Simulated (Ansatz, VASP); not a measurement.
One calculation of CdF2, two programs

```xyz
3
Lattice="0.0000 2.7722 2.7722 2.7722 0.0000 2.7722 2.7722 2.7722 0.0000" Properties=species:S:1:pos:R:3 pbc="T T T"
Cd    0.0000    0.0000    0.0000
F     1.3861    1.3861    1.3861
F     4.1583    4.1583    4.1583
```

Alike in both runs: task single point; functional PBEsol; k mesh 8 × 8 × 8; occupations gaussian, width 0.02 eV; no spin polarisation.

|  | VASP | Ansatz |
| --- | --- | --- |
| version | VASP 6.6.1 | Ansatz 0.2.0 |
| potentials or method | VASP PAW PBE potentials, release 64 (Cd, F), cutoff 520 eV | scalar-relativistic, plane waves, PAW |
| valence electrons in the cell | 26 | 34 |

```tsv
	VASP	Ansatz	Ansatz less VASP
gap on the k mesh at the Fermi level (eV)	2.62	2.64	+0.028
least direct gap on the mesh (eV)	3.20	3.23	+0.028
pressure (GPa)	-7.3	-7.7	-0.42
```

VASP's potentials were made for PBE, not for PBEsol. VASP's potentials hold 26 valence electrons a cell and Ansatz's 34, so a difference there can come from the potentials and not from the codes.
